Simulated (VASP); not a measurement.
# C6N in VASP: single point with PBE+D3(BJ)

Aim: the single point of C6N with PBE+D3(BJ).

All numbers are computed with VASP 6.6.1; they aren't measurements. Logs are shortened: lines on timing, memory, paths and dates and some standing lists are left out, and cuts for length are marked.

## 1. The cell of the first run

The cell holds a slab with vacuum, 7 atoms: a = 2.466 Å, b = 2.465 Å, c = 25.784 Å, α = 90.00°, β = 90.00°, γ = 120.01°.

## 2. Single point, PBE+D3(BJ), collinear spin, ferromagnetic start

Input file INCAR:

```
SYSTEM = C6N
  PREC = Accurate
  ENCUT = 520
  EDIFF = 1E-6
  ISMEAR = 0
  SIGMA = 0.05
  LREAL = .False.
  LASPH = .True.
  NELM = 150
  ALGO = Normal
  ISIF = 2
  LWAVE = .False.
  LCHARG = .True.
  ISPIN = 2
  MAGMOM = 0 0 0 0 0 0 3
  LORBIT = 11
  LDIPOL = .True.
  IDIPOL = 3
  DIPOL = 0.5 0.5 0.486
  GGA = PE
  IVDW = 12
  LELF = .True.
  LVHAR = .True.
  LVACPOTAV = .True.
  NBANDS = 28
```

Input file KPOINTS:

```
Automatic mesh
0
Gamma
  12 12 1
  0 0 0
```

Input file POSCAR:

```
C6N
1.0
    2.4656258796      0.0000000000      0.0000000000
   -1.2328129398      2.1341717713      0.0000000000
    0.0000000000      0.0000000000     25.7842703304
C N
6 1
Direct
    0.6666996624      0.3333993247      0.3296583495
    0.3333003377      0.6666006753      0.3296583495
    0.0242027985      0.0484055970      0.4606798392
    0.6909609281      0.3819218563      0.4608452846
    0.7367993624      0.4735987249      0.5788369404
    0.4034365952      0.8068731905      0.5914390791
    0.4030373148      0.8060746296      0.6477998955
```

Potentials or basis: VASP PAW PBE potentials, release 64 (C, N).

Launch:

```sh
> cat potpaw_PBE.64/C/POTCAR potpaw_PBE.64/N/POTCAR > POTCAR
> mpirun -np 1 vasp_std > vasp.out
```

OUTCAR:

```text
SYSTEM = C6N
   PREC = Accurate
   ENCUT = 520
   EDIFF = 1E-6
   ISMEAR = 0
   LREAL = .False.
   LASPH = .True.
   NELM = 150
   ISIF = 2
   ISPIN = 2
   LORBIT = 11
   GGA = PE
   IVDW = 12
 IVDW          = 12

 ion  position               nearest neighbor table
   1  0.667  0.333  0.330-   2 1.42   2 1.42   2 1.42
   2  0.333  0.667  0.330-   1 1.42   1 1.42   1 1.42
   3  0.024  0.048  0.461-   4 1.42   4 1.42   4 1.42
   4  0.691  0.382  0.461-   3 1.42   3 1.42   3 1.42
   5  0.737  0.474  0.579-   6 1.46   6 1.46   6 1.46
   6  0.403  0.807  0.591-   7 1.45   5 1.46   5 1.46   5 1.46
   7  0.403  0.806  0.648-   6 1.45

  Warning from LATTYP: Monoclinic adjustment (A1->A3, A2->A1, A3->A2)!
  LATTYP: Found a base centered orthorhombic cell.
 ALAT       =     2.4656258796
 B/A-ratio  =     1.7311399827
 C/A-ratio  =    10.4574950092

  Lattice vectors:

 A1 = (   1.2328129398,  -2.1341717713,   0.0000000000)
 A2 = (   1.2328129398,   2.1341717713,   0.0000000000)
 A3 = (   0.0000000000,   0.0000000000,  25.7842703304)

Analysis of symmetry for initial positions (statically):
=====================================================================
 Subroutine PRICEL returns:
 Original cell was already a primitive cell.

 Routine SETGRP: Setting up the symmetry group for a
 base centered orthorhombic supercell.

 Subroutine GETGRP returns: Found  2 space group operations
 (whereof  2 operations were pure point group operations)
 out of a pool of  8 trial point group operations.

The static configuration has the point symmetry C_1h.

Analysis of symmetry for dynamics (positions and initial velocities):
=====================================================================
 Subroutine PRICEL returns:
 Original cell was already a primitive cell.

 Routine SETGRP: Setting up the symmetry group for a
 base centered orthorhombic supercell.

 Subroutine GETGRP returns: Found  2 space group operations
 (whereof  2 operations were pure point group operations)
 out of a pool of  8 trial point group operations.

The dynamic configuration has the point symmetry C_1h.

Analysis of structural, dynamic, and magnetic symmetry:
=====================================================================
 Subroutine PRICEL returns:
 Original cell was already a primitive cell.
[... 157 lines left out ...]

 number of electron      28.9999998 magnetization       0.0923794

 dipolmoment           0.000000      0.000000      0.076246 electrons x Angstroem

 Free energy of the ion-electron system (eV)
  ---------------------------------------------------
  ext. energy  EPLUGINS =         0.00000000
  ---------------------------------------------------
  free energy    TOTEN  =       -58.69004329 eV

  energy without entropy =      -58.68854261  energy(sigma->0) =      -58.68929295

 E-fermi :  -0.9201     XC(G=0):  -4.9965

 val. band max:       -0.9534072291   @ k =  -0.4167   0.0833   0.0000
 cond. band min:      -0.9165386151   @ k =   0.0000   0.4167   0.0000
 fundamental gap:      0.0368686139
 Fermi energy:        -0.9201067753

 spin component 1

 k-point     1 :       0.0000    0.0000    0.0000
  band No.  band energies     occupation
      1     -22.9972      1.00000
      2     -20.7310      1.00000
      3     -20.4687      1.00000
      4     -16.6594      1.00000
      5      -9.3551      1.00000
      6      -8.5758      1.00000
[... 685 lines left out ...]
     25      10.8255      0.00000
     26      11.3927      0.00000

 [... further k-points ...]

 spin component 2

 k-point     1 :       0.0000    0.0000    0.0000
  band No.  band energies     occupation
      1     -22.9621      1.00000
      2     -20.7297      1.00000
      3     -20.4683      1.00000
      4     -16.6132      1.00000
      5      -9.3386      1.00000
      6      -8.5447      1.00000
[... 685 lines left out ...]
     25      10.8370      0.00000
     26      11.4106      0.00000

 [... further k-points ...]

 [bands above 26 left out]

------------------------ aborting loop because EDIFF is reached ----------------------------------------

 Edisp (eV)   -0.94733

 E8    (eV) :    -0.2749

  FORCE on cell =-STRESS in cart. coord.  units (eV):
  Direction    XX          YY          ZZ          XY          YZ          ZX
  --------------------------------------------------------------------------------------
  -------------------------------------------------------------------------------------
  Total       2.63442     2.82145     0.09816     0.00000     0.01679     0.00000
  in kB      31.10890    33.31747     1.15912     0.00000     0.19825     0.00000
  external pressure =       21.86 kB  Pullay stress =        0.00 kB

 VOLUME and BASIS-vectors are now :
 -----------------------------------------------------------------------------
  energy-cutoff  :      520.00
  volume of cell :      135.68
      direct lattice vectors                 reciprocal lattice vectors
     2.465625880  0.000000000  0.000000000     0.405576535  0.234282923  0.000000000
    -1.232812940  2.134171771  0.000000000     0.000000000  0.468565845  0.000000000
     0.000000000  0.000000000 25.784270330     0.000000000  0.000000000  0.038783335

 POSITION                                       TOTAL-FORCE (eV/Angst)
 -----------------------------------------------------------------------------------
      1.23281      0.71153      8.50000         0.000000     -0.048409      0.007073
      0.00000      1.42264      8.50000         0.000000      0.049525     -0.005529
      0.00000      0.10331     11.87829        -0.000000      0.009674      0.003318
      1.23281      0.81509     11.88256        -0.000000     -0.011263     -0.006386
      1.23281      1.01074     14.92489         0.000000     -0.015465     -0.014474
     -0.00000      1.72201     15.24983        -0.000000      0.006004     -0.080514
      0.00000      1.72030     16.70305        -0.000000      0.009935      0.096513
 -----------------------------------------------------------------------------------
    total drift:                                0.000004     -0.000510     -0.000241

  FREE ENERGIE OF THE ION-ELECTRON SYSTEM (eV)
  ---------------------------------------------------
  free  energy   TOTEN  =       -59.6373740724 eV

  energy  without entropy=      -59.6358733924  energy(sigma->0) =      -59.63662373

 vacuum level on the upper side and lower side of the slab         5.930         3.308

 total charge

# of ion       s       p       d       tot
------------------------------------------
    1        0.864   1.786   0.000   2.649
    2        0.862   1.791   0.000   2.653
    3        0.863   1.789   0.000   2.653
    4        0.864   1.784   0.000   2.648
    5        0.889   1.696   0.000   2.584
    6        0.850   1.821   0.000   2.671
    7        1.385   2.072   0.000   3.458
--------------------------------------------------
tot          6.577  12.740   0.000  19.317

 magnetization (x)

# of ion       s       p       d       tot
------------------------------------------
    1        0.000   0.001   0.000   0.001
    2       -0.000  -0.000   0.000  -0.000
    3        0.000   0.002   0.000   0.002
    4       -0.000  -0.001   0.000  -0.001
    5        0.003   0.038   0.000   0.041
    6       -0.001  -0.002   0.000  -0.003
    7        0.000   0.020   0.000   0.020
--------------------------------------------------
tot          0.002   0.057   0.000   0.059
```

OSZICAR:

```text
N       E                     dE             d eps       ncg     rms          rms(c)
DAV:   1     0.170039009192E+03    0.17004E+03   -0.12456E+04  4824   0.850E+02
DAV:   2    -0.436625881835E+02   -0.21370E+03   -0.19703E+03  6472   0.217E+02
DAV:   3    -0.600788715940E+02   -0.16416E+02   -0.16089E+02  6088   0.596E+01
[... 32 lines left out ...]
DAV:  36    -0.586900296357E+02   -0.93742E-05   -0.39225E-08  4312   0.723E-04    0.311E-04
DAV:  37    -0.586900352925E+02   -0.56568E-05   -0.21125E-08  4456   0.536E-04    0.220E-04
DAV:  38    -0.586900400852E+02   -0.47927E-05   -0.99712E-09  4452   0.334E-04    0.183E-04
DAV:  39    -0.586900423069E+02   -0.22217E-05   -0.36805E-09  4408   0.240E-04    0.812E-05
DAV:  40    -0.586900432873E+02   -0.98039E-06   -0.30252E-09  4408   0.158E-04
   1 F= -.59637374E+02 E0= -.59636624E+02  d E =-.150068E-02  mag=     0.0924
```

Wall time 5.8 min (1 thread of AMD EPYC 9R45 (Zen 5), shared host); peak memory 0.41 GiB.

What came out:

```
Free energy                                           : -59.6374 eV
Largest force                                         : 0.097 eV/Å
Net moment                                            : 0.09 μB per cell
Site moments                                          : C +0.00, -0.00, +0.04 (each value once); N +0.02 μB
Valence electrons inside the program's atomic spheres : C 2.65, 2.58, 2.67 (each value once); N 3.46
Dispersion energy per atom                            : -0.135 eV
```

Forces on the atoms (eV/Å):
```
C    0.000 -0.048  0.007
C    0.000  0.050 -0.006
C    0.000  0.010  0.003
C    0.000 -0.011 -0.006
C    0.000 -0.015 -0.014
C    0.000  0.006 -0.081
N    0.000  0.010  0.097
```
